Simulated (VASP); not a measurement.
Wanted: the native input for a VASP 6.6.1 run.

```
Task                   : single point
Functional             : PBE
Potentials or basis    : VASP PAW PBE potentials, release 64 (Lu)
Cutoff                 : 520 eV
k mesh                 : 10 × 10 × 3
Occupations            : fermi-dirac, width 0.1 eV
Spin                   : no spin polarisation
Dipole correction      : no
Further INCAR settings : ALGO = Normal; EDIFF = 1e-07; NBANDS = 58
```

The structure of Lu lies in POSCAR:

```
Lu
1.0
    3.2199424059      0.0000000000      0.0000000000
   -1.6099712029      2.7885519222      0.0000000000
    0.0000000000      0.0000000000     10.3650414639
Lu
4
Direct
    0.0000000000      0.0000000000      0.0000000000
    0.0000000000      0.0000000000      0.5000000000
    0.3333333333      0.6666666667      0.2500000000
    0.6666666667      0.3333333333      0.7500000000
```

One way to write it, as run:

INCAR

```
SYSTEM = Lu
ALGO = Normal
EDIFF = 1E-7
ENCUT = 520
GGA = PE
ISIF = 2
ISMEAR = -1
LASPH = .True.
LCHARG = .True.
LELF = .True.
LREAL = .False.
LVHAR = .True.
LWAVE = .False.
NBANDS = 58
NELM = 100
PREC = Accurate
SIGMA = 0.1
```

KPOINTS

```
k-points
0
Gamma
  10 10 3
  0 0 0
```

Potentials or basis: VASP PAW PBE potentials, release 64 (Lu).

The run is started by

```sh
$ cat potpaw_PBE.64/Lu/POTCAR > POTCAR
$ mpirun -np 1 vasp_std > vasp.out
```

It gave:

```json
{"Pressure": "14.2 GPa", "Band gap on the k mesh": "zero (bands 50 and 51 overlap by 1.56 eV)"}
```

Caveat: the cell stands under pressure; spin-orbit coupling is left out, which moves the levels of the heavy elements.

Run time: 100 s on 1 thread of Intel(R) Xeon(R) 6975P-C (Granite Rapids) (shared host), peak memory 0.27 GiB.
